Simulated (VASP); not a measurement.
Wanted: the native input for a VASP 6.6.1 run.

| Quantity | Value |
| --- | --- |
| Task | single point |
| Functional | PBE |
| Dispersion | D3(BJ) |
| Potentials or basis | VASP PAW PBE potentials, release 64 (As) |
| Cutoff | 520 eV |
| k mesh | 9 × 9 × 1 |
| Occupations | gaussian, width 0.05 eV |
| Spin | no spin polarisation |
| Dipole correction | yes |
| Further INCAR settings | ALGO = Normal; EDIFF = 1e-07; NBANDS = 18 |

The structure of As lies in POSCAR:

```
As
1.0
    3.5716242608      0.0000000000      0.0000000000
   -1.7858121304      3.0931173426      0.0000000000
    0.0000000000      0.0000000000     20.2951239197
As
4
Direct
    0.3333333333      0.6666666667      0.2217281362
    0.6666666667      0.3333333333      0.2905900936
    0.8333333333      0.6666666667      0.4517125392
    0.5000000000      1.0000000000      0.5205744967
```

One way to write it, as run:

INCAR

```
ALGO = Normal ; DIPOL = 0.5 0.5 0.371
EDIFF = 1E-7 ; ENCUT = 520
GGA = PE ; IDIPOL = 3
ISIF = 2 ; ISMEAR = 0
IVDW = 12 ; LASPH = T
LCHARG = F ; LDIPOL = T
LREAL = F ; LWAVE = F
NBANDS = 18 ; NELM = 100
PREC = Accurate ; SIGMA = 0.05
```

KPOINTS

```
k-points
0
Gamma
  9 9 1
```

Potentials or basis: VASP PAW PBE potentials, release 64 (As).

Run with:

```console
$ cat potpaw_PBE.64/As/POTCAR > POTCAR
$ mpirun -np 1 vasp_std > vasp.out
```

Results of the run:

```yaml
Largest_force: 0.109 eV/Å
Band_gap_on_the_k_mesh: 0.87 eV, indirect (least direct gap 1.48 eV)
Dispersion_energy_per_atom: -0.273 eV
```

It took 4.6 min on 1 thread of AMD EPYC 7R43 64-Core Processor (Zen 3) (shared host), peak memory 0.31 GiB.
